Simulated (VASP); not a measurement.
Wanted: the native input for a VASP 6.6.1 run.

- Task: single point
- Functional: PBEsol
- Potentials or basis: VASP PAW PBE potentials, release 64 (Tl_d)
- Cutoff: 520 eV
- k mesh: 18 × 18 × 10
- Occupations: gaussian, width 0.15 eV
- Spin: no spin polarisation
- Dipole correction: no
- Further INCAR settings: ALGO = Fast; EDIFF = 1e-07; NBANDS = 20

The structure of Tl lies in POSCAR:

```
Tl
1.0
    3.3177584223      0.0000000000      0.0000000000
   -1.6588792112      2.8732630773      0.0000000000
    0.0000000000      0.0000000000      5.7460000000
Tl
2
Direct
    0.3333333333      0.6666666667      0.2500000000
    0.6666666667      0.3333333333      0.7500000000
```

This cell differs from its parent crystal: strain -0.040 along x and y, +0.040 along z.

These files were run (other wordings do the same):

INCAR

```
PREC = Accurate
ENCUT = 520
EDIFF = 1E-7
ISMEAR = 0
SIGMA = 0.15
LREAL = F
LASPH = T
NELM = 100
ALGO = Fast
ISIF = 2
LWAVE = F
LCHARG = F
GGA = PS
NBANDS = 20
```

KPOINTS

```
regular mesh
0
Gamma
  18 18 10
```

Potentials or basis: VASP PAW PBE potentials, release 64 (Tl_d).

The run is started by

```console
$ cat potpaw_PBE.64/Tl_d/POTCAR > POTCAR
$ mpirun -np 1 vasp_std > vasp.out
```

Results of the run:

- Pressure: 1.7 GPa
- Band gap on the k mesh: zero (band 13 reaches 9.75 eV, above the bottom of band 14 at 4.40 eV)

Caveat: the cell differs from its parent crystal (strain -0.040 along x and y, +0.040 along z); the PAW data sets were made with another functional, which shifts forces and pressure a little; spin-orbit coupling is left out, which moves the levels of the heavy elements.

It took 4.6 min on 1 thread of Oxide Virtual Turin-like Processor, with other jobs on the host, peak memory 0.3 GiB.
